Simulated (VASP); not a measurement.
A run of VASP 6.6.1:

The input INCAR:

```
  ALGO = Normal
  EDIFF = 1E-7
  ENCUT = 520
  GGA = PE
  ISIF = 2
  ISMEAR = -1
  LASPH = True
  LCHARG = True
  LELF = True
  LREAL = False
  LVHAR = True
  LWAVE = False
  NBANDS = 16
  NELM = 100
  PREC = Accurate
  SIGMA = 0.08
```

The input KPOINTS:

```
k-points
0
Gamma
  12 12 7
```

The input POSCAR:

```
AlN
1.0
    3.0437014085      0.0000000000      0.0000000000
   -1.5218507043      2.6359227413      0.0000000000
    0.0000000000      0.0000000000      4.8434609856
Al N
2 2
Direct
    0.3333333333      0.6666666667     -0.0038512396
    0.6666666667      0.3333333333      0.4961487604
    0.3333333333      0.6666666667      0.3798512396
    0.6666666667      0.3333333333      0.8798512396
```

Potentials or basis: VASP PAW PBE potentials, release 64 (Al, N).

Command:

```sh
$ cat potpaw_PBE.64/Al/POTCAR potpaw_PBE.64/N/POTCAR > POTCAR
$ mpirun -np 1 vasp_std > vasp.out
```

Hardware: 1 thread of Intel(R) Xeon(R) 6975P-C (Granite Rapids), on a shared host.

Task: How long does it take, and how much memory?

Result: Run time: 18 s on 1 thread of Intel(R) Xeon(R) 6975P-C (Granite Rapids), with other jobs on the host, peak memory 0.17 GiB. Counts: scf iterations 14, k points 76.
